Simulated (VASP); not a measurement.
# ZrTi7C8 (Fm-3m) in VASP: a series of runs

Runs on ZrTi7C8. Level: PBEsol. Tasks: single point, relaxation of cell and atoms.

Program: VASP 6.6.1. These are calculated values, not measurements. Logs are shortened: lines on timing, memory, paths and dates and some standing lists are left out, and cuts for length are marked.

### 1 The cell of the first run

Symmetry: Fm-3m, No. 225, cubic system. The conventional cell has a = 8.695 Å, b = 8.695 Å, c = 8.695 Å, α = 90.00°, β = 90.00°, γ = 90.00°. Zr (site symmetry m-3m) has 6 C at 2.23 Å within 2.9 Å. Ti (site symmetry mmm) has 6 C at 2.17 Å within 2.9 Å. Ti (site symmetry m-3m) has 6 C at 2.12 Å within 2.8 Å. Within 2.9 Å of C (site symmetry -43m) lie 6 Ti at 2.17 Å. Within 2.8 Å of C (site symmetry 4mm) lie 5 Ti at 2.12 to 2.17 Å and 1 Zr at 2.23 Å.

### 2 Single point, PBEsol

Contents of INCAR:

```
PREC = Accurate
ENCUT = 520
EDIFF = 1E-7
ISMEAR = 0
SIGMA = 0.1
LREAL = Auto
LASPH = T
NELM = 60
ALGO = Normal
ISIF = 2
LWAVE = F
LCHARG = F
GGA = PS
NBANDS = 78
```

Contents of KPOINTS:

```
Automatic mesh
0
Gamma
  4 4 4
```

Contents of POSCAR:

```
ZrTi7C8
1.0
   -4.3473383814      4.3473383814      0.0000000000
   -4.3473383814      0.0000000000      4.3473383814
    0.0000000000      4.3473383814      4.3473383814
Zr Ti C
1 7 8
Direct
    0.0000000000      0.0000000000      0.0000000000
    0.5000000000      0.0000000000      0.0000000000
    0.0000000000      0.5000000000      0.0000000000
    0.0000000000      0.0000000000      0.5000000000
    0.5000000000      0.5000000000      0.0000000000
    0.5000000000      0.0000000000      0.5000000000
    0.0000000000      0.5000000000      0.5000000000
    0.5000000000      0.5000000000      0.5000000000
    0.7500000000      0.7500000000      0.7500000000
    0.2559280026      0.7440719974      0.7440719974
    0.7440719974      0.2559280026      0.7440719974
    0.7440719974      0.7440719974      0.2559280026
    0.2559280026      0.2559280026      0.7440719974
    0.2559280026      0.7440719974      0.2559280026
    0.7440719974      0.2559280026      0.2559280026
    0.2500000000      0.2500000000      0.2500000000
```

Potentials or basis: VASP PAW PBE potentials, release 64 (Zr_sv, Ti_sv, C).

Command:

```
$ cat potpaw_PBE.64/Zr_sv/POTCAR potpaw_PBE.64/Ti_sv/POTCAR potpaw_PBE.64/C/POTCAR > POTCAR
$ mpirun -np 1 vasp_std > vasp.out
```

OUTCAR:

```text
PREC = Accurate
   ENCUT = 520
   EDIFF = 1E-7
   ISMEAR = 0
   LREAL = Auto
   LASPH = T
   NELM = 60
   ISIF = 2
   GGA = PS

 ion  position               nearest neighbor table
   1  0.000  0.000  0.000-  10 2.23  11 2.23  12 2.23  13 2.23  14 2.23  15 2.23   2 3.07   3 3.07
                             4 3.07   4 3.07   6 3.07   7 3.07   3 3.07   5 3.07   7 3.07   2 3.07
   2  0.500  0.000  0.000-   9 2.17  16 2.17  12 2.17  13 2.17  14 2.17  11 2.17   1 3.07   1 3.07

   3  0.000  0.500  0.000-   9 2.17  16 2.17  12 2.17  13 2.17  15 2.17  10 2.17   1 3.07   1 3.07

   4  0.000  0.000  0.500-   9 2.17  16 2.17  11 2.17  14 2.17  15 2.17  10 2.17   1 3.07   1 3.07

   5  0.500  0.500  0.000-   9 2.17  16 2.17  11 2.17  14 2.17  15 2.17  10 2.17   1 3.07   1 3.07

   6  0.500  0.000  0.500-   9 2.17  16 2.17  12 2.17  13 2.17  15 2.17  10 2.17   1 3.07   1 3.07

   7  0.000  0.500  0.500-   9 2.17  16 2.17  12 2.17  13 2.17  14 2.17  11 2.17   1 3.07   1 3.07

   8  0.500  0.500  0.500-  10 2.12  11 2.12  12 2.12  13 2.12  14 2.12  15 2.12
   9  0.750  0.750  0.750-   2 2.17   3 2.17   4 2.17   5 2.17   6 2.17   7 2.17
  10  0.256  0.744  0.744-   8 2.12   4 2.17   5 2.17   6 2.17   3 2.17   1 2.23
  11  0.744  0.256  0.744-   8 2.12   4 2.17   5 2.17   7 2.17   2 2.17   1 2.23
  12  0.744  0.744  0.256-   8 2.12   3 2.17   6 2.17   7 2.17   2 2.17   1 2.23
  13  0.256  0.256  0.744-   8 2.12   3 2.17   6 2.17   7 2.17   2 2.17   1 2.23
  14  0.256  0.744  0.256-   8 2.12   4 2.17   5 2.17   7 2.17   2 2.17   1 2.23
  15  0.744  0.256  0.256-   8 2.12   4 2.17   5 2.17   6 2.17   3 2.17   1 2.23
  16  0.250  0.250  0.250-   2 2.17   3 2.17   4 2.17   5 2.17   6 2.17   7 2.17

  LATTYP: Found a face centered cubic cell.
 ALAT       =     8.6946767628

  Lattice vectors:

 A1 = (  -4.3473383814,   4.3473383814,   0.0000000000)
 A2 = (  -4.3473383814,   0.0000000000,   4.3473383814)
 A3 = (   0.0000000000,   4.3473383814,   4.3473383814)

Analysis of symmetry for initial positions (statically):
=====================================================================
 Subroutine PRICEL returns:
 Original cell was already a primitive cell.

 Routine SETGRP: Setting up the symmetry group for a
 face centered cubic supercell.

 Subroutine GETGRP returns: Found 48 space group operations
 (whereof 48 operations were pure point group operations)
 out of a pool of 48 trial point group operations.

The static configuration has the point symmetry O_h .

Analysis of symmetry for dynamics (positions and initial velocities):
=====================================================================
 Subroutine PRICEL returns:
 Original cell was already a primitive cell.

 Routine SETGRP: Setting up the symmetry group for a
 face centered cubic supercell.

 Subroutine GETGRP returns: Found 48 space group operations
 (whereof 48 operations were pure point group operations)
 out of a pool of 48 trial point group operations.

The dynamic configuration has the point symmetry O_h .

 Subroutine INISYM returns: Found 48 space group operations
 (whereof 48 operations are pure point group operations),
 and found     1 'primitive' translations

----------------------------------------------------------------------------------------

                                     Primitive cell

  volume of cell :     164.3237

  direct lattice vectors                    reciprocal lattice vectors
    -4.347338381  4.347338381  0.000000000    -0.115012901  0.115012901 -0.115012901
    -4.347338381  0.000000000  4.347338381    -0.115012901 -0.115012901  0.115012901
     0.000000000  4.347338381  4.347338381     0.115012901  0.115012901  0.115012901

  length of vectors
     6.148064899  6.148064899  6.148064899     0.199208189  0.199208189  0.199208189

  position of ions in fractional coordinates (direct lattice)
     0.000000000  0.000000000  0.000000000
     0.500000000  0.000000000  0.000000000
     0.000000000  0.500000000  0.000000000
     0.000000000  0.000000000  0.500000000
[... 50 lines left out ...]
   NUPDOWN=      -1.0000    fix difference up-down
   EMIN   =  10.00;   EMAX   =-10.00  energy-range for DOS
   EFERMI =   0.00;   METHOD = LEGACY
   ISMEAR =     0;   SIGMA  =   0.10  broadening in eV -4-tet -1-fermi 0-gaus
   EFERMI_NEDOS =   21; number of points for ismear=-14 and -15
   IALGO  =     38    algorithm
   IMIX   =      4    mixing-type and parameters
     AMIX     =   0.40;   BMIX     =  1.00
     AMIX_MAG =   1.60;   BMIX_MAG =  1.00
  volume/ion in A,a.u.               =      10.27        69.31
  Fermi-wavevector in a.u.,A,eV,Ry     =   1.506300  2.846494 30.870785  2.268939
  Thomas-Fermi vector in A             =   2.617035
   LORBIT       =      0    0 simple, 1 ext, 2 COOP (PROOUT), +10 PAW based schemes
   GGA     = PS    functional components
   LHFCALC =     F    Hartree Fock is set to
   AEXX    =    0.0000 exact exchange contribution
   IVDW    =     0    specifies the selected vdW correction
   LEPSILON=     F    determine dielectric tensor
   LRPA    =     F    only Hartree local field effects (RPA)
 non-spin polarized calculation
 Gauss-broadening in eV      SIGMA  =   0.10
  energy-cutoff  :      520.00
  volume of cell :      164.32
 maximum number of plane-waves:      4477
 NGX is ok and might be reduce to    48
   NGX = 23   NGY = 23   NGZ = 23

 number of electron     127.9999984 magnetization

 Free energy of the ion-electron system (eV)
  ---------------------------------------------------
  ext. energy  EPLUGINS =         0.00000000
  ---------------------------------------------------
  free energy    TOTEN  =      -158.59475961 eV

  energy without entropy =     -158.58304412  energy(sigma->0) =     -158.58890186

 E-fermi :   9.5416     XC(G=0): -12.8910

 val. band max:        9.4719362484   @ k =   0.0000   0.0000   0.0000
 cond. band min:       9.5783545952   @ k =   0.2500   0.2500   0.0000
 fundamental gap:      0.1064183469
 Fermi energy:         9.5416362731

 k-point     1 :       0.0000    0.0000    0.0000
  band No.  band energies     occupation
      1     -46.7268      2.00000
      2     -46.6755      2.00000
      3     -46.6755      2.00000
      4     -46.6755      2.00000
      5     -46.6518      2.00000
      6     -46.6518      2.00000
[... 68 lines left out ...]
     75      12.3838      0.00000
     76      12.4744      0.00000
[... 551 lines left out ...]
     75      12.3689      0.00000
     76      12.3783      0.00000
 [bands above 76 left out]

------------------------ aborting loop because EDIFF is reached ----------------------------------------

  FORCE on cell =-STRESS in cart. coord.  units (eV):
  Direction    XX          YY          ZZ          XY          YZ          ZX
  --------------------------------------------------------------------------------------
  -------------------------------------------------------------------------------------
  Total        0.3953228      0.3953228      0.3953228      0.0000000     -0.0000000      0.0000000
  in kB        3.8544476      3.8544476      3.8544476      0.0000000     -0.0000000      0.0000000
  external PRESSURE =       3.8544476 kB  Pullay stress =       0.0000000 kB

 VOLUME and BASIS-vectors are now :
 -----------------------------------------------------------------------------
  energy-cutoff  :      520.00
  volume of cell :      164.32
      direct lattice vectors                 reciprocal lattice vectors
    -4.347338381  4.347338381  0.000000000    -0.115012901  0.115012901 -0.115012901
    -4.347338381  0.000000000  4.347338381    -0.115012901 -0.115012901  0.115012901
     0.000000000  4.347338381  4.347338381     0.115012901  0.115012901  0.115012901

 POSITION                                       TOTAL-FORCE (eV/Angst)
 -----------------------------------------------------------------------------------
      0.00000      0.00000      0.00000         0.000000      0.000000      0.000000
     -2.17367      2.17367      0.00000         0.000000     -0.000000      0.000000
     -2.17367      0.00000      2.17367         0.000000      0.000000      0.000000
      0.00000      2.17367      2.17367         0.000000      0.000000      0.000000
     -4.34734      2.17367      2.17367         0.000000      0.000000      0.000000
     -2.17367      4.34734      2.17367         0.000000     -0.000000      0.000000
[... 8 lines left out ...]
     -4.34734      4.34734      2.22521         0.000000      0.000000      0.015890
     -2.17367      2.17367      2.17367         0.000000      0.000000      0.000000
 -----------------------------------------------------------------------------------
    total drift:                               -0.000000      0.000000      0.000000

  FREE ENERGIE OF THE ION-ELECTRON SYSTEM (eV)
  ---------------------------------------------------
  free  energy   TOTEN  =      -158.5947596090 eV

  energy  without entropy=     -158.5830441160  energy(sigma->0) =     -158.58890186
```

Run time: 3.1 min. Hardware: 1 thread of AMD EPYC 9R45 (Zen 5), shared host; peak memory 0.33 GiB.

What came out:

| Property | Result |
| --- | --- |
| Free energy | -158.5948 eV |
| Pressure | 0.4 GPa |
| Largest force | 0.016 eV/Å |
| Band gap on the k mesh | zero (band 64 reaches 9.76 eV, above the bottom of band 65 at 9.25 eV) |

Forces on the atoms (eV/Å):
```
Zr   0.000  0.000  0.000
Ti   0.000  0.000  0.000
Ti   0.000  0.000  0.000
Ti   0.000  0.000  0.000
Ti   0.000  0.000  0.000
Ti   0.000  0.000  0.000
Ti   0.000  0.000  0.000
Ti   0.000  0.000  0.000
C    0.000  0.000  0.000
C    0.000  0.000 -0.016
C    0.000 -0.016  0.000
C    0.016  0.000  0.000
C   -0.016  0.000  0.000
C    0.000  0.016  0.000
C    0.000  0.000  0.016
C    0.000  0.000  0.000
```

Levels at points of the mesh, in eV from the Fermi level:
| k point | band 60 | band 61 | band 62 | band 63 | band 64 | band 65 | band 66 | band 67 | band 68 | band 69 |
| --- | --- | --- | --- | --- | --- | --- | --- | --- | --- | --- |
| (0.00, 0.00, 0.00) | -0.07 | -0.07 | 0.21 | 0.21 | 0.21 | 0.75 | 0.75 | 0.75 | 1.67 | 1.67 |
| (0.50, 0.00, 0.00) | -1.78 | -1.70 | -1.70 | -1.63 | -1.63 | 1.45 | 1.46 | 1.46 | 1.52 | 1.52 |
| (0.50, 0.50, 0.00) | -2.19 | -0.66 | -0.61 | -0.38 | -0.38 | -0.30 | -0.30 | 2.11 | 2.16 | 2.23 |

Caveat: the PAW data sets were made with another functional, which shifts forces and pressure a little.

### 3 Relaxation of cell and atoms, PBEsol

This run uses another cell than the first one, of 10.43 Å³/atom, 1.016 times its volume.

Contents of INCAR:

```
SYSTEM = ZrTi7C8
PREC = Accurate
ENCUT = 600
EDIFF = 1E-6
ISMEAR = 0
SIGMA = 0.1
LREAL = Auto
LASPH = .True.
NELM = 80
ALGO = Normal
ISIF = 3
LWAVE = .False.
LCHARG = .False.
GGA = PS
IBRION = 2
NSW = 100
EDIFFG = -0.05
```

Contents of KPOINTS:

```
regular mesh
0
Gamma
  4 4 4
  0 0 0
```

Contents of POSCAR:

```
ZrTi7C8
1.0
   -4.3700250000      4.3700250000      0.0000000000
   -4.3700250000      0.0000000000      4.3700250000
    0.0000000000      4.3700250000      4.3700250000
Zr Ti C
1 7 8
Direct
    0.0000000000      0.0000000000      0.0000000000
    0.5000000000      0.0000000000      0.0000000000
    0.0000000000      0.5000000000      0.0000000000
    0.0000000000      0.0000000000      0.5000000000
    0.5000000000      0.5000000000      0.0000000000
    0.5000000000      0.0000000000      0.5000000000
    0.0000000000      0.5000000000      0.5000000000
    0.5000000000      0.5000000000      0.5000000000
    0.7500000000      0.7500000000      0.7500000000
    0.2500000000      0.7500000000      0.7500000000
    0.7500000000      0.2500000000      0.7500000000
    0.7500000000      0.7500000000      0.2500000000
    0.2500000000      0.2500000000      0.7500000000
    0.2500000000      0.7500000000      0.2500000000
    0.7500000000      0.2500000000      0.2500000000
    0.2500000000      0.2500000000      0.2500000000
```

Potentials or basis: VASP PAW PBE potentials, release 64 (Zr_sv, Ti_sv, C).

Command:

```
$ cat potpaw_PBE.64/Zr_sv/POTCAR potpaw_PBE.64/Ti_sv/POTCAR potpaw_PBE.64/C/POTCAR > POTCAR
$ mpirun -np 1 vasp_std > vasp.out
```

Run time: 11 min. Hardware: 1 thread of AMD EPYC 9R45 (Zen 5), shared host; peak memory 0.39 GiB.

The run converged. Its results:

```
Free energy                            : -158.5996 eV
Relaxed volume                         : 10.28 Å³/atom
Relaxed cell                           : a = 6.150 Å, b = 6.150 Å, c = 6.150 Å, α = 60.00°, β = 60.00°, γ = 60.00°
Space group after relaxing (to 0.05 Å) : Fm-3m (No. 225)
Energy gained by relaxing              : 14.6 meV/atom
Ionic steps                            : 5
Pressure after relaxing                : 0.0 GPa
Band gap on the k mesh                 : zero (band 64 reaches 9.74 eV, above the bottom of band 65 at 9.23 eV)
```

Step by step:
```csv
step,energy change (eV),largest force (eV/Å),pressure (GPa),volume (Å³)
1,0.0000,1.3283,-3.02,166.91
2,-0.1971,0.3082,3.60,162.20
3,-0.2258,0.1364,1.77,163.41
4,-0.2236,0.1387,-1.98,165.71
5,-0.2333,0.0052,-0.04,164.48
```

Final structure:
```
Zr Ti C
1.0
    -4.34868    4.34868    0.00000
    -4.34868    0.00000    4.34868
     0.00000    4.34868    4.34868
Zr Ti C
1 7 8
Cartesian
  0.0000 0.0000 0.0000
  -2.1743 2.1743 0.0000
  -2.1743 0.0000 2.1743
  0.0000 2.1743 2.1743
  -4.3487 2.1743 2.1743
  -2.1743 4.3487 2.1743
  -2.1743 2.1743 4.3487
  -4.3487 4.3487 4.3487
  -6.5230 6.5230 6.5230
  -4.3487 4.3487 6.4714
  -4.3487 6.4714 4.3487
  -6.4714 4.3487 4.3487
  -2.2260 4.3487 4.3487
  -4.3487 2.2260 4.3487
  -4.3487 4.3487 2.2260
  -2.1743 2.1743 2.1743
```

Levels at points of the mesh, in eV from the Fermi level:
| k point | band 61 | band 62 | band 63 | band 64 | band 65 | band 66 | band 67 | band 68 |
| --- | --- | --- | --- | --- | --- | --- | --- | --- |
| (0.00, 0.00, 0.00) | -0.07 | 0.21 | 0.21 | 0.21 | 0.75 | 0.75 | 0.75 | 1.67 |
| (0.50, 0.00, 0.00) | -1.70 | -1.70 | -1.63 | -1.63 | 1.45 | 1.46 | 1.46 | 1.52 |
| (0.50, 0.50, 0.00) | -0.65 | -0.61 | -0.38 | -0.38 | -0.30 | -0.30 | 2.10 | 2.16 |

Caveat: the PAW data sets were made with another functional, which shifts forces and pressure a little.

### 4 Single point, PBEsol

Contents of INCAR:

```
SYSTEM = ZrTi7C8
PREC = Accurate
ENCUT = 520
EDIFF = 1E-6
ISMEAR = 0
SIGMA = 0.1
LREAL = Auto
LASPH = .True.
NELM = 80
ALGO = Normal
ISIF = 2
LWAVE = .False.
LCHARG = .True.
GGA = PS
LELF = .True.
LVHAR = .True.
NBANDS = 78
```

Contents of KPOINTS:

```
Automatic mesh
0
Gamma
  8 8 8
  0 0 0
```

Contents of POSCAR:

```
ZrTi7C8
1.0
   -4.3472811724      4.3472811724      0.0000000000
   -4.3472811724      0.0000000000      4.3472811724
    0.0000000000      4.3472811724      4.3472811724
Zr Ti C
1 7 8
Direct
    0.0000000000      0.0000000000      0.0000000000
    0.5000000000      0.0000000000      0.0000000000
    0.0000000000      0.5000000000      0.0000000000
    0.0000000000      0.0000000000      0.5000000000
    0.5000000000      0.5000000000      0.0000000000
    0.5000000000      0.0000000000      0.5000000000
    0.0000000000      0.5000000000      0.5000000000
    0.5000000000      0.5000000000      0.5000000000
    0.7500000000      0.7500000000      0.7500000000
    0.2559656017      0.7440343983      0.7440343983
    0.7440343983      0.2559656017      0.7440343983
    0.7440343983      0.7440343983      0.2559656017
    0.2559656017      0.2559656017      0.7440343983
    0.2559656017      0.7440343983      0.2559656017
    0.7440343983      0.2559656017      0.2559656017
    0.2500000000      0.2500000000      0.2500000000
```

Command:

```
$ cat potpaw_PBE.64/Zr_sv/POTCAR potpaw_PBE.64/Ti_sv/POTCAR potpaw_PBE.64/C/POTCAR > POTCAR
$ mpirun -np 1 vasp_std > vasp.out
```

It took 8 min on 1 thread of AMD EPYC 9R45 (Zen 5), shared host; peak memory 0.43 GiB.

The run converged. Its results:

```
Free energy            : -158.6084 eV
Pressure               : 0.4 GPa
Largest force          : 0.008 eV/Å
Band gap on the k mesh : zero (band 64 reaches 9.98 eV, above the bottom of band 65 at 9.24 eV)
```

Forces in eV/Å, atoms in the order of the input:
```
Zr   0.000  0.000  0.000
Ti   0.000  0.000  0.000
Ti   0.000  0.000  0.000
Ti   0.000  0.000  0.000
Ti   0.000  0.000  0.000
Ti   0.000  0.000  0.000
Ti   0.000  0.000  0.000
Ti   0.000  0.000  0.000
C    0.000  0.000  0.000
C    0.000  0.000 -0.008
C    0.000 -0.008  0.000
C    0.008  0.000  0.000
C   -0.008  0.000  0.000
C    0.000  0.008  0.000
C    0.000  0.000  0.008
C    0.000  0.000  0.000
```

Levels at points of the mesh, in eV from the Fermi level:
```
           k point  band 61  band 62  band 63  band 64  band 65  band 66  band 67  band 68
(0.00, 0.00, 0.00)    -0.12     0.17     0.17     0.17     0.71     0.71     0.71     1.63
(0.50, 0.00, 0.00)    -1.74    -1.74    -1.68    -1.68     1.41     1.41     1.41     1.48
(0.50, 0.50, 0.00)    -0.70    -0.65    -0.43    -0.43    -0.34    -0.34     2.07     2.12
```

Caveat: the PAW data sets were made with another functional, which shifts forces and pressure a little.

### 5 The runs side by side

| task | cell | k mesh | cutoff (eV) | gap on the mesh (eV) | pressure (GPa) | largest force (eV/Å) |
| --- | --- | --- | --- | --- | --- | --- |
| single point | a = 6.148 Å, angles 60.0°, 16 atoms | 4 × 4 × 4 | 520 | none | 0.4 | 0.02 |
| relaxation of cell and atoms | relaxed from a = 6.180 Å, angles 60.0°, 16 atoms | 4 × 4 × 4 | 600 | none | 0.0 | - |
| single point | a = 6.148 Å, angles 60.0°, 16 atoms | 8 × 8 × 8 | 520 | none | 0.4 | 0.01 |

Alike in all rows: level PBEsol; potentials or basis VASP PAW PBE potentials, release 64 (Zr_sv, Ti_sv, C); no spin polarisation; smearing gaussian 0.1 eV.

Caveats: the PAW data sets were made with another functional, which shifts forces and pressure a little.

Total energies depend on the potentials used, so only differences within one code and one set of settings carry meaning.
